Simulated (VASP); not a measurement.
A run of VASP 6.6.1:

The input INCAR:

```
SYSTEM = Ca
PREC = Accurate
ENCUT = 520
EDIFF = 1E-7
ISMEAR = -1
SIGMA = 0.05
LREAL = .False.
LASPH = .True.
NELM = 80
ALGO = Normal
ISIF = 2
LWAVE = .False.
LCHARG = .True.
GGA = B5
ALDAX = 1.0
AGGAX = 1.0
AGGAC = 1.0
ALDAC = 0.0
IVDW = 13
VDW_S6 = 1.0
VDW_S8 = 2.34076671
VDW_A1 = 0.44488865
VDW_A2 = 4.0933009
LELF = .True.
LVHAR = .True.
NBANDS = 11
```

KPOINTS

```
Automatic mesh
0
Gamma
  8 8 8
  0 0 0
```

The input POSCAR:

```
Ca
1.0
   -2.1548157817      2.1548157817      2.1548157817
    2.1548157817     -2.1548157817      2.1548157817
    2.1548157817      2.1548157817     -2.1548157817
Ca
1
Direct
    0.0000000000      0.0000000000      0.0000000000
```

Potentials or basis: VASP PAW PBE potentials, release 64 (Ca_sv).

Command:

```console
$ cat potpaw_PBE.64/Ca_sv/POTCAR > POTCAR
$ mpirun -np 1 vasp_std > vasp.out
```

Hardware: 1 thread of Intel(R) Xeon(R) 6975P-C (Granite Rapids), on a shared host.

**Question.** How long does it take, and how much memory?

**Answer.** Wall time 11 s on 1 thread of Intel(R) Xeon(R) 6975P-C (Granite Rapids), on a shared host, peak memory 0.15 GiB. Counts: scf iterations 12, k points 29.
